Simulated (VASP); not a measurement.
# Mo (I4/mmm) in VASP: single point with PBEsol

Aim: the single point of Mo with PBEsol.

All numbers are computed with VASP 6.6.1; they aren't measurements. Logs are shortened: lines on timing, memory, paths and dates and some standing lists are left out, and cuts for length are marked.

## Step 1: The cell of the first run

The structure is tetragonal, space group I4/mmm (No. 139). The conventional cell has a = 3.088 Å, b = 3.088 Å, c = 7.505 Å, α = 90.00°, β = 90.00°, γ = 90.00°. Mo (site symmetry 4mm) has 9 Mo at 2.40 to 3.09 Å within 3.2 Å.

## Step 2: Single point, PBEsol

The input, INCAR:

```
SYSTEM = Mo
PREC = Accurate
ENCUT = 520
EDIFF = 1E-7
ISMEAR = 0
SIGMA = 0.1
LREAL = .False.
LASPH = .True.
NELM = 80
ALGO = Fast
ISIF = 2
LWAVE = .False.
LCHARG = .False.
GGA = PS
NBANDS = 21
```

The input, KPOINTS:

```
Automatic mesh
0
Gamma
  24 24 24
  0 0 0
```

The input, POSCAR:

```
Mo
1.0
   -1.5439243575      1.5439243575      3.7523084773
    1.5439243575     -1.5439243575      3.7523084773
    1.5439243575      1.5439243575     -3.7523084773
Mo
2
Direct
    0.8398295572      0.8398295572      0.0000000000
    0.1601704428      0.1601704428      0.0000000000
```

Potentials or basis: VASP PAW PBE potentials, release 64 (Mo_sv).

Started as:

```bash
$ cat potpaw_PBE.64/Mo_sv/POTCAR > POTCAR
$ mpirun -np 1 vasp_std > vasp.out
```

OUTCAR:

```text
SYSTEM = Mo
   PREC = Accurate
   ENCUT = 520
   EDIFF = 1E-7
   ISMEAR = 0
   LREAL = .False.
   LASPH = .True.
   NELM = 80
   ISIF = 2
   GGA = PS

 ion  position               nearest neighbor table
   1  0.840  0.840  0.000-   2 2.40   2 2.57   2 2.57   2 2.57   2 2.57
   2  0.160  0.160  0.000-   1 2.40   1 2.57   1 2.57   1 2.57   1 2.57

  LATTYP: Found a body centered tetragonal cell.
 ALAT       =     3.0878487150
 C/A-ratio  =     2.4303706714

  Lattice vectors:

 A1 = (  -1.5439243575,   1.5439243575,   3.7523084773)
 A2 = (   1.5439243575,  -1.5439243575,   3.7523084773)
 A3 = (   1.5439243575,   1.5439243575,  -3.7523084773)

Analysis of symmetry for initial positions (statically):
=====================================================================
 Subroutine PRICEL returns:
 Original cell was already a primitive cell.

 Routine SETGRP: Setting up the symmetry group for a
 body centered tetragonal supercell.

 Subroutine GETGRP returns: Found 16 space group operations
 (whereof 16 operations were pure point group operations)
 out of a pool of 16 trial point group operations.

The static configuration has the point symmetry D_4h.

Analysis of symmetry for dynamics (positions and initial velocities):
=====================================================================
 Subroutine PRICEL returns:
 Original cell was already a primitive cell.

 Routine SETGRP: Setting up the symmetry group for a
 body centered tetragonal supercell.

 Subroutine GETGRP returns: Found 16 space group operations
 (whereof 16 operations were pure point group operations)
 out of a pool of 16 trial point group operations.

The dynamic configuration has the point symmetry D_4h.

 Subroutine INISYM returns: Found 16 space group operations
 (whereof 16 operations are pure point group operations),
 and found     1 'primitive' translations

----------------------------------------------------------------------------------------

                                     Primitive cell

  volume of cell :      35.7775

  direct lattice vectors                    reciprocal lattice vectors
    -1.543924357  1.543924357  3.752308477     0.000000000  0.323850063  0.133251305
     1.543924357 -1.543924357  3.752308477     0.323850063  0.000000000  0.133251305
     1.543924357  1.543924357 -3.752308477     0.323850063  0.323850063  0.000000000

  length of vectors
     4.341338935  4.341338935  4.341338935     0.350192480  0.350192480  0.457993151

  position of ions in fractional coordinates (direct lattice)
     0.839829557  0.839829557  0.000000000
     0.160170443  0.160170443  0.000000000

  ion indices of the primitive-cell ions
   primitive index   ion index
                 1           1
                 2           2

----------------------------------------------------------------------------------------

 KPOINTS: Automatic mesh

Automatic generation of k-mesh.
 Grid dimensions read from file:
 generate k-points for:   24   24   24

 Generating k-lattice:

  Cartesian coordinates                     Fractional coordinates (reciprocal lattice)
     0.000000000  0.013493753  0.005552138     0.041666667  0.000000000  0.000000000
     0.013493753  0.000000000  0.005552138     0.000000000  0.041666667  0.000000000
     0.013493753  0.013493753  0.000000000     0.000000000  0.000000000  0.041666667

  Length of vectors
     0.014591353  0.014591353  0.019083048

  Shift w.r.t. Gamma in fractional coordinates (k-lattice)
     0.000000000  0.000000000  0.000000000

 Subroutine IBZKPT returns following result:
 ===========================================

 Found   1063 irreducible k-points:

 Following reciprocal coordinates:
            Coordinates               Weight
  0.000000  0.000000  0.000000      1.000000
  0.041667  0.000000 -0.000000      8.000000
  0.083333  0.000000 -0.000000      8.000000
  0.125000  0.000000  0.000000      8.000000
  0.166667  0.000000 -0.000000      8.000000
  0.208333  0.000000 -0.000000      8.000000
[... 16 lines left out ...]
  0.416667  0.041667 -0.000000     16.000000
  0.458333  0.041667 -0.000000     16.000000
 [... further k-points ...]
   k-points           NKPTS =   1063   k-points in BZ     NKDIM =   1063   number of bands    NBANDS=     21
   number of dos      NEDOS =    301   number of ions     NIONS =      2
   total plane-waves  NPLWV =  32768
   dimension x,y,z NGX =    32 NGY =   32 NGZ =   32
   dimension x,y,z NGXF=    64 NGYF=   64 NGZF=   64
   ions per type =               2
   NGX,Y,Z   is equivalent  to a cutoff of  12.25, 12.25, 12.25 a.u.
   NGXF,Y,Z  is equivalent  to a cutoff of  24.51, 24.51, 24.51 a.u.
 SYSTEM =  Mo
   PREC   = accura    normal or accurate (medium, high low for compatibility)
   ISTART =      0    job   : 0-new  1-cont  2-samecut
   ICHARG =      2    charge: 1-file 2-atom 10-const
   ISPIN  =      1    spin polarized calculation?
   LNONCOLLINEAR =      F non collinear calculations
   LSORBIT =      F    spin-orbit coupling
   LASPH  =      T    aspherical Exc in radial PAW
   ENCUT  =  520.0 eV  38.22 Ry    6.18 a.u.   8.07  8.07  8.07*2*pi/ulx,y,z
   NELM   =     80;   NELMIN=  2; NELMDL= -5     # of ELM steps
   EDIFF  = 0.1E-06   stopping-criterion for ELM
   LREAL  =      F    real-space projection
   EDIFFG = 0.1E-05   stopping-criterion for IOM
   NSW    =      0    number of steps for IOM
   IBRION =     -1    ionic relax: 0-MD 1-quasi-New 2-CG
   NFREE  =      0    steps in history (QN), initial steepest desc. (CG)
   ISIF   =      2    stress and relaxation
   ISYM   =      2    0-nonsym 1-usesym 2-fastsym
   POTIM  = 0.5000    time-step for ionic-motion
   TEBEG  =    0.0;   TEEND  =   0.0 temperature during run
   PSTRESS=    0.0 pullay stress
   NELECT =      28.0000    total number of electrons
   NUPDOWN=      -1.0000    fix difference up-down
   EMIN   =  10.00;   EMAX   =-10.00  energy-range for DOS
   EFERMI =   0.00;   METHOD = LEGACY
   ISMEAR =     0;   SIGMA  =   0.10  broadening in eV -4-tet -1-fermi 0-gaus
   EFERMI_NEDOS =   21; number of points for ismear=-14 and -15
   IALGO  =     68    algorithm
   IMIX   =      4    mixing-type and parameters
     AMIX     =   0.40;   BMIX     =  1.00
     AMIX_MAG =   1.60;   BMIX_MAG =  1.00
  volume/ion in A,a.u.               =      17.89       120.72
  Fermi-wavevector in a.u.,A,eV,Ry     =   1.508657  2.850949 30.967505  2.276047
  Thomas-Fermi vector in A             =   2.619083
   LORBIT       =      0    0 simple, 1 ext, 2 COOP (PROOUT), +10 PAW based schemes
   GGA     = PS    functional components
   LHFCALC =     F    Hartree Fock is set to
   AEXX    =    0.0000 exact exchange contribution
   IVDW    =     0    specifies the selected vdW correction
   LEPSILON=     F    determine dielectric tensor
   LRPA    =     F    only Hartree local field effects (RPA)
 non-spin polarized calculation
 RMM-DIIS sequential band-by-band and
 Gauss-broadening in eV      SIGMA  =   0.10
  energy-cutoff  :      520.00
  volume of cell :       35.78
 maximum number of plane-waves:       978
   NGX = 17   NGY = 17   NGZ = 17

 number of electron      28.0000000 magnetization

 Free energy of the ion-electron system (eV)
  ---------------------------------------------------
  ext. energy  EPLUGINS =         0.00000000
  ---------------------------------------------------
  free energy    TOTEN  =       -21.58399154 eV

  energy without entropy =      -21.57725657  energy(sigma->0) =      -21.58062406

 E-fermi :  10.1084     XC(G=0): -12.5293

 val. band max:       10.1078932271   @ k =  -0.4583   0.4167  -0.0000
 cond. band min:      10.1102174643   @ k =  -0.4583   0.4583   0.1667
 fundamental gap:      0.0023242372
 Fermi energy:        10.1083667551

 k-point     1 :       0.0000    0.0000    0.0000
  band No.  band energies     occupation
      1     -50.6997      2.00000
      2     -50.0332      2.00000
      3     -25.5774      2.00000
      4     -24.7529      2.00000
      5     -24.7529      2.00000
      6     -24.0062      2.00000
[... 13 lines left out ...]
     20      17.0478      0.00000
     21      23.8869      0.00000

 k-point     2 :       0.0417    0.0000   -0.0000
  band No.  band energies     occupation
      1     -50.6968      2.00000
      2     -50.0353      2.00000
      3     -25.5757      2.00000
      4     -24.7597      2.00000
      5     -24.7495      2.00000
      6     -24.0116      2.00000
[... 13 lines left out ...]
     20      17.1144      0.00000
     21      23.8393      0.00000

 k-point     3 :       0.0833    0.0000   -0.0000
  band No.  band energies     occupation
      1     -50.6882      2.00000
      2     -50.0418      2.00000
      3     -25.5710      2.00000
      4     -24.7792      2.00000
      5     -24.7395      2.00000
      6     -24.0275      2.00000
[... 13 lines left out ...]
     20      17.2938      0.00000
     21      23.6734      0.00000

 k-point     4 :       0.1250    0.0000    0.0000
  band No.  band energies     occupation
      1     -50.6741      2.00000
      2     -50.0525      2.00000
      3     -25.5640      2.00000
      4     -24.8090      2.00000
      5     -24.7230      2.00000
      6     -24.0526      2.00000
[... 13 lines left out ...]
     20      17.5259      0.00000
     21      23.3521      0.00000

 k-point     5 :       0.1667    0.0000   -0.0000
  band No.  band energies     occupation
      1     -50.6550      2.00000
      2     -50.0672      2.00000
      3     -25.5562      2.00000
      4     -24.8458      2.00000
      5     -24.7004      2.00000
      6     -24.0848      2.00000
[... 13 lines left out ...]
     20      17.7171      0.00000
     21      22.5569      0.00000

 k-point     6 :       0.2083    0.0000   -0.0000
  band No.  band energies     occupation
      1     -50.6314      2.00000
      2     -50.0857      2.00000
      3     -25.5491      2.00000
      4     -24.8859      2.00000
      5     -24.6722      2.00000
      6     -24.1211      2.00000
[... 13 lines left out ...]
     20      17.7623      0.00000
     21      21.5118      0.00000

 k-point     7 :       0.2500    0.0000    0.0000
  band No.  band energies     occupation
      1     -50.6041      2.00000
      2     -50.1075      2.00000
      3     -25.5441      2.00000
      4     -24.9259      2.00000
      5     -24.6393      2.00000
      6     -24.1580      2.00000
[... 13 lines left out ...]
     20      17.5935      0.00000
     21      20.4620      0.00000
[... 291 lines left out ...]
      1     -50.5653      2.00000
      2     -50.1404      2.00000
      3     -25.5275      2.00000
      4     -24.9707      2.00000
      5     -24.6168      2.00000
      6     -24.2081      2.00000
[... 13 lines left out ...]
     20      17.0845      0.00000
     21      19.2501      0.00000

 k-point    21 :       0.3333    0.0417   -0.0000
  band No.  band energies     occupation
      1     -50.5339      2.00000
      2     -50.1666      2.00000
      3     -25.5301      2.00000
      4     -25.0020      2.00000
      5     -24.5804      2.00000
      6     -24.2368      2.00000
[... 13 lines left out ...]
     20      16.5991      0.00000
     21      18.2795      0.00000

 k-point    22 :       0.3750    0.0417   -0.0000
  band No.  band energies     occupation
      1     -50.5033      2.00000
      2     -50.1926      2.00000
      3     -25.5357      2.00000
      4     -25.0265      2.00000
      5     -24.5441      2.00000
      6     -24.2580      2.00000
[... 13 lines left out ...]
     20      16.0734      0.00000
     21      17.3583      0.00000

 k-point    23 :       0.4167    0.0417   -0.0000
  band No.  band energies     occupation
      1     -50.4768      2.00000
      2     -50.2157      2.00000
      3     -25.5426      2.00000
      4     -25.0438      2.00000
      5     -24.5105      2.00000
      6     -24.2708      2.00000
[... 13 lines left out ...]
     20      15.5930      0.00000
     21      16.4949      0.00000

 k-point    24 :       0.4583    0.0417   -0.0000
  band No.  band energies     occupation
      1     -50.4588      2.00000
      2     -50.2314      2.00000
      3     -25.5489      2.00000
      4     -25.0537      2.00000
      5     -24.4837      2.00000
      6     -24.2754      2.00000
[... 13 lines left out ...]
     20      15.2559      0.00000
     21      15.7436      0.00000

 [... further k-points ...]

------------------------ aborting loop because EDIFF is reached ----------------------------------------

  FORCE on cell =-STRESS in cart. coord.  units (eV):
  Direction    XX          YY          ZZ          XY          YZ          ZX
  --------------------------------------------------------------------------------------
  -------------------------------------------------------------------------------------
  Total        0.0998340      0.0998340      0.2138648      0.0000000      0.0000000      0.0000000
  in kB        4.4707287      4.4707287      9.5772148      0.0000000      0.0000000      0.0000000
  external PRESSURE =       6.1728908 kB  Pullay stress =       0.0000000 kB

 VOLUME and BASIS-vectors are now :
 -----------------------------------------------------------------------------
  energy-cutoff  :      520.00
  volume of cell :       35.78
      direct lattice vectors                 reciprocal lattice vectors
    -1.543924357  1.543924357  3.752308477     0.000000000  0.323850063  0.133251305
     1.543924357 -1.543924357  3.752308477     0.323850063  0.000000000  0.133251305
     1.543924357  1.543924357 -3.752308477     0.323850063  0.323850063  0.000000000

 POSITION                                       TOTAL-FORCE (eV/Angst)
 -----------------------------------------------------------------------------------
      0.00000      0.00000      6.30260         0.000000      0.000000     -0.025366
      0.00000      0.00000      1.20202        -0.000000     -0.000000      0.025366
 -----------------------------------------------------------------------------------
    total drift:                               -0.000000     -0.000000      0.000000

  FREE ENERGIE OF THE ION-ELECTRON SYSTEM (eV)
  ---------------------------------------------------
  free  energy   TOTEN  =       -21.5839915409 eV

  energy  without entropy=      -21.5772565734  energy(sigma->0) =      -21.58062406
```

It took 22 min on 1 thread of Intel Xeon 8259CL, shared host; peak memory 0.69 GiB.

What came out:

```yaml
Free_energy: -21.5840 eV
Pressure: 0.6 GPa
Largest_force: 0.025 eV/Å
Band_gap_on_the_k_mesh: zero (bands 14 and 15 overlap by 0.89 eV)
```

Forces on the atoms (eV/Å):
```
Mo   0.000  0.000 -0.025
Mo   0.000  0.000  0.025
```

Caveat: the PAW data sets were made with another functional, which shifts forces and pressure a little.
